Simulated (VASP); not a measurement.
Wanted: the native input for a VASP 6.6.1 run.

* Task: relaxation of cell and atoms
* Functional: LDA
* Potentials or basis: VASP PAW LDA potentials, release 64 (Ti_sv, B)
* Cutoff: 600 eV
* k mesh: 9 × 9 × 6
* Occupations: gaussian, width 0.1 eV
* Spin: no spin polarisation
* Dipole correction: no
* Further INCAR settings: ALGO = Normal; EDIFF = 1e-07; IBRION = 2; EDIFFG = -0.05; NSW = 100; ISIF = 3

The structure of TiB2 (de600) lies in POSCAR:

```
TiB2
1.0
    3.0259273100      0.0000000000      0.0000000000
   -1.5129636600      2.6205299200      0.0000000000
    0.0000000000      0.0000000000      3.2287677100
Ti B
1 2
Direct
    0.0000000000      0.0000000000      0.0000000000
    0.3333333300      0.6666666700      0.5000000000
    0.6666666700      0.3333333300      0.5000000000
```

These files were run (other wordings do the same):

INCAR

```
SYSTEM = TiB2
PREC     = Accurate       ! precision mode
ENCUT    = 600            ! plane-wave cutoff, eV
EDIFF    = 1E-7           ! SCF threshold, eV
ISMEAR   = 0              ! smearing method
SIGMA    = 0.1            ! smearing width, eV
LREAL    = .FALSE.        ! projectors in reciprocal space
LASPH    = .TRUE.         ! aspherical terms in the spheres
NELM     = 60             ! most SCF steps
ALGO     = Normal         ! electronic algorithm
ISIF     = 3              ! what is computed and relaxed
LWAVE    = .FALSE.        ! write WAVECAR
LCHARG   = .FALSE.        ! write CHGCAR
GGA      = CA             ! functional
IBRION   = 2              ! ionic algorithm
NSW      = 100            ! ionic steps
EDIFFG   = -0.05          ! ionic threshold
```

KPOINTS

```
Automatic mesh
0
G
  9 9 6
  0 0 0
```

Potentials or basis: VASP PAW LDA potentials, release 64 (Ti_sv, B).

Run with:

```console
$ cat potpaw_LDA.64/Ti_sv/POTCAR potpaw_LDA.64/B/POTCAR > POTCAR
$ mpirun -np 1 vasp_std > vasp.out
```

It gave:

The relaxed volume is 8.18 Å³/atom. The relaxed cell is a = 2.996 Å, b = 2.996 Å, c = 3.159 Å, α = 90.00°, β = 90.00°, γ = 120.00° and the space group after relaxing (to 0.05 Å) is P6/mmm (No. 191). The energy gained by relaxing is 12.0 meV/atom and the ionic steps are 5. The pressure after relaxing is 0.2 GPa. The band gap on the k mesh is zero (band 9 reaches 10.55 eV, above the bottom of band 10 at 10.16 eV).

It took 36 s on 1 thread of Intel(R) Xeon(R) Platinum 8488C (Sapphire Rapids), on a shared host, peak memory 0.15 GiB.
